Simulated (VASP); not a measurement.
Cl, 4 atoms in the cell. Symmetry: Cmce, No. 64, orthorhombic system. The conventional cell has a = 6.528 Å, b = 4.115 Å, c = 8.402 Å, α = 90.00°, β = 90.00°, γ = 90.00°. Within 2.6 Å of Cl (site symmetry m) lie 1 Cl at 2.00 Å. 

- Program: VASP 6.6.1
- Task: electric field gradients
- Functional: r2SCAN
- Potentials or basis: VASP PAW PBE potentials, release 64 (Cl)
- Cutoff: 520 eV
- k mesh: 9 × 9 × 4
- Occupations: fermi-dirac, width 0.05 eV
- Spin: no spin polarisation
- Dipole correction: no
- Further INCAR settings: ALGO = Normal; EDIFF = 1e-08; NBANDS = 22

Potentials or basis: VASP PAW PBE potentials, release 64 (Cl).

Launch:

```bash
$ cat potpaw_PBE.64/Cl/POTCAR > POTCAR
$ cp INCAR.step1 INCAR
$ mpirun -np 1 vasp_std > vasp.out
$ cp INCAR.step2 INCAR
$ mpirun -np 1 vasp_std > vasp.out
```

Hardware: 1 thread of Intel(R) Xeon(R) Platinum 8259CL CPU @ 2.50GHz (Skylake/Cascade Lake), with other jobs on the host.

How long does it take, and how much memory?

Run time: 12 min on 1 thread of Intel(R) Xeon(R) Platinum 8259CL CPU @ 2.50GHz (Skylake/Cascade Lake) (shared host), peak memory 0.31 GiB. Counts: k points 75.
